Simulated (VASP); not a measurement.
# Bi2Te3 (I4/mmm) in VASP: a series of runs

The runs below take Bi2Te3 through single point, relaxation of cell and atoms, with PBE.

All numbers are computed with VASP 6.6.1; they aren't measurements. Logs are shortened: lines on timing, memory, paths and dates and some standing lists are left out, and cuts for length are marked.

### 1 The cell of the first run

The structure is tetragonal, space group I4/mmm (No. 139). Conventional cell: a = 4.363 Å, b = 4.363 Å, c = 17.325 Å, α = 90.00°, β = 90.00°, γ = 90.00°. Bi (site symmetry 4mm) has 9 Te at 3.21 to 3.81 Å and 5 Bi at 4.36 to 4.48 Å within 4.5 Å. Te (site symmetry 4mm) has 5 Te at 3.11 to 3.94 Å and 5 Bi at 3.21 to 3.32 Å within 4.1 Å. Within 4.1 Å of Te (site symmetry 4/mmm) lie 2 Te at 3.11 Å and 8 Bi at 3.81 Å.

The cell was generated, and may not be a known phase.

### 2 Single point, PBE

File INCAR:

```
SYSTEM = Bi2Te3
ALGO = Normal ; EDIFF = 1E-7
ENCUT = 520 ; GGA = PE
ISIF = 2 ; ISMEAR = 0
LASPH = .TRUE. ; LCHARG = .FALSE.
LREAL = .FALSE. ; LWAVE = .FALSE.
NBANDS = 32 ; NELM = 80
PREC = Accurate ; SIGMA = 0.1
```

File KPOINTS:

```
k-points
0
G
  4 4 4
  0 0 0
```

File POSCAR:

```
Bi2Te3
1.0
   -2.1813847888      2.1813847888      8.6625936736
    2.1813847888     -2.1813847888      8.6625936736
    2.1813847888      2.1813847888     -8.6625936736
Bi Te
2 3
Direct
    0.1292241885      0.1292241885      0.0000000000
    0.8707758115      0.8707758115      0.0000000000
    0.3205826982      0.3205826982      0.0000000000
    0.6794173018      0.6794173018      0.0000000000
    0.5000000000      0.5000000000      0.0000000000
```

Potentials or basis: VASP PAW PBE potentials, release 64 (Bi_d, Te).

Launch:

```sh
$ cat potpaw_PBE.64/Bi_d/POTCAR potpaw_PBE.64/Te/POTCAR > POTCAR
$ mpirun -np 1 vasp_std > vasp.out
```

OUTCAR:

```text
SYSTEM = Bi2Te3
   EDIFF = 1E-7
   ENCUT = 520
   GGA = PE
   ISIF = 2
   ISMEAR = 0
   LASPH = .TRUE.
   LREAL = .FALSE.
   NELM = 80
   PREC = Accurate

 ion  position               nearest neighbor table
   1  0.129  0.129  0.000-   4 3.21   4 3.21   4 3.21   4 3.21   3 3.32
   2  0.871  0.871  0.000-   3 3.21   3 3.21   3 3.21   3 3.21   4 3.32
   3  0.321  0.321  0.000-   5 3.11   2 3.21   2 3.21   2 3.21   2 3.21   1 3.32
   4  0.679  0.679  0.000-   5 3.11   1 3.21   1 3.21   1 3.21   1 3.21   2 3.32
   5  0.500  0.500  0.000-   3 3.11   4 3.11

  LATTYP: Found a body centered tetragonal cell.
 ALAT       =     4.3627695776
 C/A-ratio  =     3.9711442557

  Lattice vectors:

 A1 = (  -2.1813847888,   2.1813847888,   8.6625936736)
 A2 = (   2.1813847888,  -2.1813847888,   8.6625936736)
 A3 = (   2.1813847888,   2.1813847888,  -8.6625936736)

Analysis of symmetry for initial positions (statically):
=====================================================================
 Subroutine PRICEL returns:
 Original cell was already a primitive cell.

 Routine SETGRP: Setting up the symmetry group for a
 body centered tetragonal supercell.

 Subroutine GETGRP returns: Found 16 space group operations
 (whereof 16 operations were pure point group operations)
 out of a pool of 16 trial point group operations.

The static configuration has the point symmetry D_4h.

Analysis of symmetry for dynamics (positions and initial velocities):
=====================================================================
 Subroutine PRICEL returns:
 Original cell was already a primitive cell.

 Routine SETGRP: Setting up the symmetry group for a
 body centered tetragonal supercell.

 Subroutine GETGRP returns: Found 16 space group operations
 (whereof 16 operations were pure point group operations)
 out of a pool of 16 trial point group operations.

The dynamic configuration has the point symmetry D_4h.

 Subroutine INISYM returns: Found 16 space group operations
 (whereof 16 operations are pure point group operations),
 and found     1 'primitive' translations

----------------------------------------------------------------------------------------

                                     Primitive cell

  volume of cell :     164.8817

  direct lattice vectors                    reciprocal lattice vectors
    -2.181384789  2.181384789  8.662593674     0.000000000  0.229212197  0.057719434
     2.181384789 -2.181384789  8.662593674     0.229212197  0.000000000  0.057719434
     2.181384789  2.181384789 -8.662593674     0.229212197  0.229212197  0.000000000

  length of vectors
     9.195510228  9.195510228  9.195510228     0.236367858  0.236367858  0.324154998

  position of ions in fractional coordinates (direct lattice)
     0.129224188  0.129224188  0.000000000
     0.870775812  0.870775812  0.000000000
     0.320582698  0.320582698  0.000000000
     0.679417302  0.679417302  0.000000000
     0.500000000  0.500000000  0.000000000

  ion indices of the primitive-cell ions
   primitive index   ion index
                 1           1
                 2           2
                 3           3
                 4           4
                 5           5

----------------------------------------------------------------------------------------

 KPOINTS: k-points

Automatic generation of k-mesh.
 Grid dimensions read from file:
 generate k-points for:    4    4    4

 Generating k-lattice:

  Cartesian coordinates                     Fractional coordinates (reciprocal lattice)
     0.000000000  0.057303049  0.014429858     0.250000000  0.000000000 -0.000000000
     0.057303049  0.000000000  0.014429858     0.000000000  0.250000000 -0.000000000
     0.057303049  0.057303049  0.000000000     0.000000000  0.000000000  0.250000000

  Length of vectors
     0.059091964  0.059091964  0.081038749

  Shift w.r.t. Gamma in fractional coordinates (k-lattice)
     0.000000000  0.000000000  0.000000000

 Subroutine IBZKPT returns following result:
 ===========================================

 Found     13 irreducible k-points:

 Following reciprocal coordinates:
            Coordinates               Weight
  0.000000  0.000000  0.000000      1.000000
  0.250000 -0.000000  0.000000      8.000000
  0.500000 -0.000000  0.000000      4.000000
  0.250000  0.250000  0.000000      8.000000
  0.500000  0.250000  0.000000     16.000000
 -0.250000  0.250000  0.000000      4.000000
  0.500000  0.500000  0.000000      2.000000
  0.250000  0.250000  0.250000      2.000000
 -0.250000  0.250000  0.250000      4.000000
  0.500000  0.500000  0.250000      4.000000
 -0.250000  0.500000  0.250000      8.000000
 -0.250000 -0.250000  0.250000      2.000000
  0.500000  0.500000  0.500000      1.000000
   k-points           NKPTS =     13   k-points in BZ     NKDIM =     13   number of bands    NBANDS=     32
   number of dos      NEDOS =    301   number of ions     NIONS =      5
   total plane-waves  NPLWV = 343000
[... 36 lines left out ...]
  volume/ion in A,a.u.               =      32.98       222.54
  Fermi-wavevector in a.u.,A,eV,Ry     =   1.085003  2.050359 16.017217  1.177232
  Thomas-Fermi vector in A             =   2.221107
   LORBIT       =      0    0 simple, 1 ext, 2 COOP (PROOUT), +10 PAW based schemes
   GGA     = PE    functional components
   LHFCALC =     F    Hartree Fock is set to
   AEXX    =    0.0000 exact exchange contribution
   IVDW    =     0    specifies the selected vdW correction
   LEPSILON=     F    determine dielectric tensor
   LRPA    =     F    only Hartree local field effects (RPA)
 non-spin polarized calculation
 Gauss-broadening in eV      SIGMA  =   0.10
  energy-cutoff  :      520.00
  volume of cell :      164.88
 maximum number of plane-waves:      4472
 NGX is ok and might be reduce to    70
   NGX = 35   NGY = 35   NGZ = 35

 number of electron      47.9999999 magnetization

 Free energy of the ion-electron system (eV)
  ---------------------------------------------------
  ext. energy  EPLUGINS =         0.00000000
  ---------------------------------------------------
  free energy    TOTEN  =       -16.77016577 eV

  energy without entropy =      -16.75063278  energy(sigma->0) =      -16.76039927

 E-fermi :   6.6908     XC(G=0):  -9.5365

 val. band max:        6.6844600777   @ k =  -0.2500   0.2500   0.2500
 cond. band min:       6.7542467104   @ k =  -0.2500   0.2500   0.2500
 fundamental gap:      0.0697866327
 Fermi energy:         6.6908004262

 k-point     1 :       0.0000    0.0000    0.0000
  band No.  band energies     occupation
      1     -16.6496      2.00000
      2     -16.6495      2.00000
      3     -16.6413      2.00000
      4     -16.6411      2.00000
      5     -16.6342      2.00000
      6     -16.6319      2.00000
[... 24 lines left out ...]
     31       9.9674      0.00000
     32      10.1457      0.00000

 k-point     2 :       0.2500   -0.0000    0.0000
  band No.  band energies     occupation
      1     -16.6453      2.00000
      2     -16.6451      2.00000
      3     -16.6445      2.00000
      4     -16.6443      2.00000
      5     -16.6313      2.00000
      6     -16.6284      2.00000
[... 24 lines left out ...]
     31      10.9713      0.00000
     32      11.7440      0.00000

 k-point     3 :       0.5000   -0.0000    0.0000
  band No.  band energies     occupation
      1     -16.6477      2.00000
      2     -16.6475      2.00000
      3     -16.6426      2.00000
      4     -16.6419      2.00000
      5     -16.6279      2.00000
      6     -16.6275      2.00000
[... 24 lines left out ...]
     31      11.7459      0.00000
     32      12.7120      0.00000

 k-point     4 :       0.2500    0.2500    0.0000
  band No.  band energies     occupation
      1     -16.6486      2.00000
      2     -16.6484      2.00000
      3     -16.6394      2.00000
      4     -16.6393      2.00000
      5     -16.6300      2.00000
      6     -16.6261      2.00000
[... 269 lines left out ...]
     31      10.9113      0.00000
     32      11.9967      0.00000

 k-point    12 :      -0.2500   -0.2500    0.2500
  band No.  band energies     occupation
      1     -16.6497      2.00000
      2     -16.6495      2.00000
      3     -16.6413      2.00000
      4     -16.6411      2.00000
      5     -16.6353      2.00000
      6     -16.6308      2.00000
[... 24 lines left out ...]
     31       9.6099      0.00000
     32      10.2375      0.00000

 k-point    13 :       0.5000    0.5000    0.5000
  band No.  band energies     occupation
      1     -16.6498      2.00000
      2     -16.6494      2.00000
      3     -16.6413      2.00000
      4     -16.6412      2.00000
      5     -16.6360      2.00000
      6     -16.6302      2.00000
[... 24 lines left out ...]
     31       9.7415      0.00000
     32      10.5620      0.00000

------------------------ aborting loop because EDIFF is reached ----------------------------------------

  FORCE on cell =-STRESS in cart. coord.  units (eV):
  Direction    XX          YY          ZZ          XY          YZ          ZX
  --------------------------------------------------------------------------------------
  -------------------------------------------------------------------------------------
  Total       -0.0436584     -0.0436584      0.0671633      0.0000000      0.0000000     -0.0000000
  in kB       -0.4242343     -0.4242343      0.6526347      0.0000000      0.0000000     -0.0000000
  external PRESSURE =      -0.0652780 kB  Pullay stress =       0.0000000 kB

 VOLUME and BASIS-vectors are now :
 -----------------------------------------------------------------------------
  energy-cutoff  :      520.00
  volume of cell :      164.88
      direct lattice vectors                 reciprocal lattice vectors
    -2.181384789  2.181384789  8.662593674     0.000000000  0.229212197  0.057719434
     2.181384789 -2.181384789  8.662593674     0.229212197  0.000000000  0.057719434
     2.181384789  2.181384789 -8.662593674     0.229212197  0.229212197  0.000000000

 POSITION                                       TOTAL-FORCE (eV/Angst)
 -----------------------------------------------------------------------------------
      0.00000      0.00000      2.23883        -0.000000     -0.000000      0.001737
      0.00000      0.00000     15.08635        -0.000000     -0.000000     -0.001737
      0.00000      0.00000      5.55416         0.000000      0.000000      0.002821
      0.00000      0.00000     11.77103         0.000000      0.000000     -0.002821
      0.00000      0.00000      8.66259        -0.000000     -0.000000     -0.000000
 -----------------------------------------------------------------------------------
    total drift:                               -0.000000     -0.000000      0.000000

  FREE ENERGIE OF THE ION-ELECTRON SYSTEM (eV)
  ---------------------------------------------------
  free  energy   TOTEN  =       -16.7701657669 eV

  energy  without entropy=      -16.7506327771  energy(sigma->0) =      -16.76039927
```

It took 2.9 min on 1 thread of Intel Xeon Platinum 8559C (Emerald Rapids), shared host; peak memory 0.65 GiB.

Results:

```
Free energy            : -16.7702 eV
Pressure               : 0.0 GPa
Band gap on the k mesh : zero (bands 24 and 25 overlap by 0.53 eV)
```

Forces in eV/Å, atoms in the order of the input:
```
Bi   0.000  0.000  0.002
Bi   0.000  0.000 -0.002
Te   0.000  0.000  0.003
Te   0.000  0.000 -0.003
Te   0.000  0.000  0.000
```

Caveat: the k points lie up to 0.37 Å⁻¹ apart, too coarse for converged energies and pressures of a metal; spin-orbit coupling is left out, which moves the levels of the heavy elements.

### 3 Single point, PBE

File INCAR:

```
PREC = Accurate ; ENCUT = 520
EDIFF = 1E-7 ; ISMEAR = 0
SIGMA = 0.1 ; LREAL = F
LASPH = T ; NELM = 80
ALGO = Normal ; ISIF = 2
LWAVE = F ; LCHARG = F
GGA = PE ; NBANDS = 32
```

File KPOINTS:

```
Automatic mesh
0
Gamma
  6 6 6
```

File POSCAR:

```
Bi2Te3
1.0
   -2.1777082660      2.1777082660      8.6993867492
    2.1777082660     -2.1777082660      8.6993867492
    2.1777082660      2.1777082660     -8.6993867492
Bi Te
2 3
Direct
    0.1276737352      0.1276737352      0.0000000000
    0.8723262648      0.8723262648      0.0000000000
    0.3189974000      0.3189974000      0.0000000000
    0.6810026000      0.6810026000      0.0000000000
    0.5000000000      0.5000000000      0.0000000000
```

Potentials or basis: VASP PAW PBE potentials, release 64 (Bi_d, Te).

Launch:

```sh
$ cat potpaw_PBE.64/Bi_d/POTCAR potpaw_PBE.64/Te/POTCAR > POTCAR
$ mpirun -np 1 vasp_std > vasp.out
```

It took 5.5 min on 1 thread of Intel Xeon Platinum 8559C (Emerald Rapids), shared host; peak memory 0.71 GiB.

The run converged. Its results:

- Free energy: -16.7687 eV
- Pressure: -0.2 GPa
- Largest force: 0.024 eV/Å
- Band gap on the k mesh: zero (bands 24 and 25 overlap by 0.32 eV)

Forces in eV/Å, atoms in the order of the input:
```
Bi   0.000  0.000 -0.024
Bi   0.000  0.000  0.024
Te   0.000  0.000  0.013
Te   0.000  0.000 -0.013
Te   0.000  0.000  0.000
```

Stress tensor (GPa, compression positive):
```
-0.37  0.00  0.00
 0.00 -0.37  0.00
 0.00  0.00  0.05
```

Levels at points of the mesh, in eV from the Fermi level:
| k point | band 20 | band 21 | band 22 | band 23 | band 24 | band 25 | band 26 | band 27 | band 28 | band 29 |
| --- | --- | --- | --- | --- | --- | --- | --- | --- | --- | --- |
| (0.00, 0.00, 0.00) | -2.98 | -2.98 | -1.29 | -0.26 | -0.26 | 0.27 | 2.48 | 2.48 | 2.61 | 2.72 |
| (0.50, 0.00, 0.00) | -1.97 | -1.84 | -1.79 | -0.40 | -0.26 | -0.15 | 0.02 | 0.05 | 0.81 | 0.98 |
| (0.50, 0.50, 0.00) | -3.95 | -2.78 | -2.31 | -1.70 | -0.47 | 0.03 | 0.99 | 2.43 | 2.48 | 2.72 |
| (0.50, 0.50, 0.50) | -2.63 | -1.97 | -0.66 | -0.66 | 0.17 | 0.45 | 1.80 | 2.43 | 2.56 | 2.56 |

Caveat: spin-orbit coupling is left out, which moves the levels of the heavy elements.

### 4 Relaxation of cell and atoms, PBE

File INCAR:

```
SYSTEM = Bi2Te3
ALGO     = Normal         ! electronic algorithm
EDIFF    = 1E-6           ! SCF threshold, eV
EDIFFG   = -0.04          ! ionic threshold
ENCUT    = 600            ! plane-wave cutoff, eV
GGA      = PE             ! functional
IBRION   = 2              ! ionic algorithm
ISIF     = 3              ! what is computed and relaxed
ISMEAR   = 0              ! smearing method
LASPH    = .True.         ! aspherical terms in the spheres
LCHARG   = .False.        ! write CHGCAR
LREAL    = .False.        ! projectors in reciprocal space
LWAVE    = .False.        ! write WAVECAR
NELM     = 100            ! most SCF steps
NSW      = 90             ! ionic steps
PREC     = Accurate       ! precision mode
SIGMA    = 0.1            ! smearing width, eV
```

File KPOINTS:

```
k-points
0
Gamma
  6 6 6
  0 0 0
```

File POSCAR:

```
Bi2Te3
1.0
   -2.1813847888      2.1813847888      8.6625936736
    2.1813847888     -2.1813847888      8.6625936736
    2.1813847888      2.1813847888     -8.6625936736
Bi Te
2 3
Direct
    0.1292241885      0.1292241885      0.0000000000
    0.8707758115      0.8707758115      0.0000000000
    0.3205826982      0.3205826982      0.0000000000
    0.6794173018      0.6794173018      0.0000000000
    0.5000000000      0.5000000000      0.0000000000
```

Launch:

```sh
$ cat potpaw_PBE.64/Bi_d/POTCAR potpaw_PBE.64/Te/POTCAR > POTCAR
$ mpirun -np 1 vasp_std > vasp.out
```

Run time: 66 min. Hardware: 1 thread of Intel Xeon Platinum 8559C (Emerald Rapids), shared host; peak memory 1.1 GiB.

It converged, with:

* Free energy: -16.7746 eV
* Relaxed volume: 32.53 Å³/atom
* Relaxed cell: a = 9.290 Å, b = 9.290 Å, c = 9.290 Å, α = 153.20°, β = 153.20°, γ = 38.26°
* Space group after relaxing (to 0.1 Å): I4/mmm (No. 139)
* Energy gained by relaxing: 2.7 meV/atom
* Ionic steps: 18
* Pressure after relaxing: 0.0 GPa
* Largest force after relaxing: 0.024 eV/Å
* Band gap on the k mesh: zero (bands 24 and 25 overlap by 0.38 eV)

Forces on the atoms (eV/Å):
```
Bi   0.000  0.000 -0.024
Bi   0.000  0.000  0.024
Te   0.000  0.000  0.017
Te   0.000  0.000 -0.017
Te   0.000  0.000  0.000
```

Stress tensor (GPa, compression positive):
```
 0.06  0.00  0.00
 0.00  0.06  0.00
 0.00  0.00 -0.02
```

The path:
```
step  energy change (eV)  largest force (eV/Å)  pressure (GPa)  volume (Å³)
   1              0.0000                0.1181            0.20       164.88
   2             -0.0034                0.0646           -0.15       165.84
   3             -0.0036                0.0565           -0.25       166.09
   4             -0.0056                0.0808           -0.07       165.25
   5             -0.0063                0.1009            0.08       164.57
   6             -0.0082                0.0866           -0.01       164.45
   7             -0.0112                0.0442           -0.19       164.07
   8             -0.0113                0.0575           -0.25       163.98
   9             -0.0121                0.0563           -0.10       163.32
  10             -0.0123                0.0547            0.01       162.77
  11             -0.0124                0.0545           -0.01       162.71
  12             -0.0124                0.0542            0.00       162.59
  13             -0.0123                0.0530            0.08       162.35
  14             -0.0124                0.0541            0.09       162.54
  15             -0.0126                0.0525           -0.03       162.79
  16             -0.0127                0.0512           -0.10       163.02
  17             -0.0130                0.0427           -0.07       162.93
  18             -0.0134                0.0243            0.04       162.67
```

Final structure:
```xyz
5
Lattice="-2.1526 2.1526 8.7770 2.1526 -2.1526 8.7770 2.1526 2.1526 -8.7770" Properties=species:S:1:pos:R:3 pbc="T T T"
Bi    2.1526    2.1526   -6.5835
Bi    0.0000    0.0000   15.3605
Te    0.0000    0.0000    5.5887
Te    2.1526    2.1526    3.1883
Te    0.0000    0.0000    8.7770
```

Levels at points of the mesh, in eV from the Fermi level:
```
           k point  band 22  band 23  band 24  band 25  band 26  band 27
(0.00, 0.00, 0.00)    -1.29    -0.31    -0.31     0.07     2.38     2.38
(0.50, 0.00, 0.00)    -1.73    -0.39    -0.24    -0.06     0.04     0.11
(0.50, 0.50, 0.00)    -2.47    -1.85    -0.55    -0.17     0.74     2.17
(0.50, 0.50, 0.50)    -0.72    -0.72     0.10     0.21     1.69     2.43
```

Caveat: spin-orbit coupling is left out, which moves the levels of the heavy elements.

### 5 Summary

```csv
task,cell,k mesh,cutoff (eV),gap on the mesh (eV),pressure (GPa),largest force (eV/Å)
single point,"a = 9.196 Å, angles 152.6, 152.6, 39.2°, 5 atoms, atomic positions A",4 × 4 × 4,520,none,0.0,-
single point,"a = 9.228 Å, angles 152.7, 152.7, 39.0°, 5 atoms, atomic positions B",6 × 6 × 6,520,none,-0.2,0.02
relaxation of cell and atoms,"relaxed from a = 9.196 Å, angles 152.6, 152.6, 39.2°, 5 atoms, atomic positions A",6 × 6 × 6,600,none,0.0,0.02
```

Alike in all rows: level PBE; potentials or basis VASP PAW PBE potentials, release 64 (Bi_d, Te); no spin polarisation; smearing gaussian 0.1 eV.

Caveats: some runs use coarse meshes; spin-orbit coupling is left out, which moves the levels of the heavy elements.

Total energies depend on the potentials used, so only differences within one code and one set of settings carry meaning.

The gap in the log of VASP goes by the Fermi energy; the results here count the filled bands.